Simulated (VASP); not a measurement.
Wanted: the native input for a VASP 6.6.1 run.

```
Task                   : single point
Functional             : PBEsol
Potentials or basis    : VASP PAW PBE potentials, release 64 (Ge_d, Fe)
Cutoff                 : 520 eV
k mesh                 : 7 × 7 × 7
Occupations            : fermi-dirac, width 0.05 eV
Spin                   : collinear spin, ferromagnetic start
Starting moments       : [0.0, 3.0, 3.0, 3.0] μB
Dipole correction      : no
Further INCAR settings : ALGO = Normal; EDIFF = 1e-06; NBANDS = 31
```

The structure of Fe3Ge lies in POSCAR:

```
Fe3Ge
1.0
    3.6605005200      0.0000000000      0.0000000000
    0.0000000000      3.6605005200      0.0000000000
    0.0000000000      0.0000000000      3.6605005200
Ge Fe
1 3
Direct
    0.0000000000      0.0000000000      0.0000000000
    0.5000000000      0.0000000000      0.5000000000
    0.5000000000      0.5000000000      0.0000000000
    0.0000000000      0.5000000000      0.5000000000
```

One way to write it, as run:

INCAR

```
ALGO = Normal
EDIFF = 1E-6
ENCUT = 520
GGA = PS
ISIF = 2
ISMEAR = -1
ISPIN = 2
LASPH = True
LCHARG = False
LMAXMIX = 4
LORBIT = 11
LREAL = False
LWAVE = False
MAGMOM = 0 3 3 3
NBANDS = 31
NELM = 150
PREC = Accurate
SIGMA = 0.05
```

KPOINTS

```
k-points
0
Gamma
  7 7 7
```

Potentials or basis: VASP PAW PBE potentials, release 64 (Ge_d, Fe).

Run with:

```bash
$ cat potpaw_PBE.64/Ge_d/POTCAR potpaw_PBE.64/Fe/POTCAR > POTCAR
$ mpirun -np 1 vasp_std > vasp.out
```

Results of the run:

| Item | Value |
| --- | --- |
| Pressure | -11.4 GPa |
| Net moment | 6.41 μB per cell |
| Site moments | Ge -0.14; Fe +2.18 μB |
| Valence electrons inside the program's atomic spheres | Ge 12.46; Fe 7.21 |

Caveat: the PAW data sets were made with another functional, which shifts forces and pressure a little.

Run time: 48 s on 1 thread of Intel(R) Xeon(R) Platinum 8488C (Sapphire Rapids), on a shared host, peak memory 0.19 GiB.
